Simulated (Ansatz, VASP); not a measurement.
Bi2Te3 in VASP and in Ansatz

The input INCAR:

```
  PREC = Accurate
  ENCUT = 520
  EDIFF = 1E-8
  ISMEAR = -1
  SIGMA = 0.08
  LREAL = F
  LASPH = T
  NELM = 80
  ALGO = Normal
  ISIF = 2
  LWAVE = F
  LCHARG = F
  GGA = PE
  LEFG = T
  NBANDS = 32
```

The input KPOINTS:

```
Automatic mesh
0
Gamma
  7 7 7
```

Contents of POSCAR:

```
Bi2Te3
1.0
    2.1491405472      1.2408068734     10.1656700000
   -2.1491405472      1.2408068734     10.1656700000
    0.0000000000     -2.4816137469     10.1656700000
Bi Te
2 3
Direct
    0.4000000000      0.4000000000      0.4000000000
    0.6000000000      0.6000000000      0.6000000000
    0.0000000000      0.0000000000      0.0000000000
    0.2095000000      0.2095000000      0.2095000000
    0.7905000000      0.7905000000      0.7905000000
```

Input for Ansatz:

```yaml
crystal:
  lattice:
    - [2.1491405472, 1.2408068734, 10.16567]
    - [-2.1491405472, 1.2408068734, 10.16567]
    - [0.0, -2.4816137469, 10.16567]
  atoms:
    - { symbol: Bi, position: [0.4, 0.4, 0.4] }
    - { symbol: Bi, position: [0.6, 0.6, 0.6] }
    - { symbol: Te, position: [0.0, 0.0, 0.0] }
    - { symbol: Te, position: [0.2095, 0.2095, 0.2095] }
    - { symbol: Te, position: [0.7905, 0.7905, 0.7905] }
kpoints:
  mp_grid: { grid: [7, 7, 7] }
scf:
  occupations: { method: fermi_dirac, width: 0.08 }
hamiltonian:
  xc: pbe
  pseudopotentials: { kind: all_electron, datasets: crystal }
output:
  forces: true
  stress: true
  eigenvalues: true
  efg: { contact_densities: true }
```

Change from the starting cell: equal xx and yy strain of -2 %, crystal datasets.

Alike in both runs: task electric field gradients; functional PBE; k mesh 7 × 7 × 7; occupations fermi-dirac, width 0.08 eV; no spin polarisation.

```csv
,VASP,Ansatz
version,VASP 6.6.1,Ansatz 0.2.0
potentials or method,"VASP PAW PBE potentials, release 64 (Bi_d, Te), cutoff 520 eV","all-electron PAW with datasets made for the crystal, scalar-relativistic"
```

|  | VASP | Ansatz | Ansatz less VASP |
| --- | --- | --- | --- |
| pressure (GPa) | 4.3 | 4.3 | +0.03 |
| traceless stress, the component that is largest in VASP (GPa) | -0.47 | -0.47 | -0.003 |
| rms of the force components (eV/Å) | 0.077 | 0.071 | -0.0059 |
| size of Vzz on the site where it differs most (V/Å²) | 112.0 | 117.1 | +5.08 |

Atom by atom the forces differ by 0.006 eV/Å (rms over components). Ansatz ran all-electron here, and VASP with PAW potentials.

Neither program's run includes spin-orbit coupling.
